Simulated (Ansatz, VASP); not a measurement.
## TiHg: VASP beside Ansatz

Contents of INCAR:

```
ALGO = Normal
EDIFF = 1E-6
ENCUT = 520
ISIF = 2
ISMEAR = -1
LASPH = T
LCHARG = F
LREAL = F
LWAVE = F
NBANDS = 19
NELM = 60
PREC = Accurate
SIGMA = 0.08
```

The input KPOINTS:

```
k-points
0
Gamma
  14 14 10
```

The input POSCAR:

```
TiHg
1.0
    3.0090000000      0.0000000000      0.0000000000
    0.0000000000      3.0090000000      0.0000000000
    0.0000000000      0.0000000000      4.1218200000
Ti Hg
1 1
Direct
    0.5000000000      0.5000000000      0.5000000000
    0.0000000000      0.0000000000      0.0000000000
```

Input for Ansatz:

```yaml
crystal:
  lattice:
    - [3.009, 0.0, 0.0]
    - [0.0, 3.009, 0.0]
    - [0.0, 0.0, 4.12182]
  atoms:
    - { symbol: Ti, position: [0.5, 0.5, 0.5] }
    - { symbol: Hg, position: [0.0, 0.0, 0.0] }
kpoints:
  mp_grid: { grid: [14, 14, 10] }
  band_path:
    path:
      - [0.0, 0.0, 0.0]
      - [0.0, 0.5, 0.0]
      - [0.5, 0.5, 0.0]
      - [0.0, 0.0, 0.0]
      - [0.0, 0.0, 0.5]
      - [0.0, 0.5, 0.5]
      - [0.5, 0.5, 0.5]
      - [0.0, 0.0, 0.5]
      - [0.0, 0.5, 0.0]
    npoints: 5
scf:
  occupations: { method: fermi_dirac, width: 0.08 }
hamiltonian:
  xc: lda
  pseudopotentials: { kind: all_electron, lapw: { basis_error: 0.001 } }
output:
  forces: true
  stress: true
  eigenvalues: true
```

Change from the starting cell: zz strain of +2 %.

Alike in both runs: task single point; functional LDA; k mesh 14 × 14 × 10; occupations fermi-dirac, width 0.08 eV; no spin polarisation.

|  | VASP | Ansatz |
| --- | --- | --- |
| version | VASP 6.6.1 | Ansatz 0.2.0 |
| potentials or method | VASP PAW LDA potentials, release 64 (Ti_sv, Hg), cutoff 520 eV | all-electron LAPW, scalar-relativistic |

|  | VASP | Ansatz | Ansatz less VASP |
| --- | --- | --- | --- |
| pressure (GPa) | -7.8 | -8.7 | -0.81 |
| traceless stress, the component that is largest in VASP (GPa) | -0.34 | -0.30 | +0.033 |

LDA's correlation is that of Perdew and Zunger in VASP and of Perdew and Wang (1992) in Ansatz. Ansatz ran all-electron here, and VASP with PAW potentials.

Neither program's run includes spin-orbit coupling.
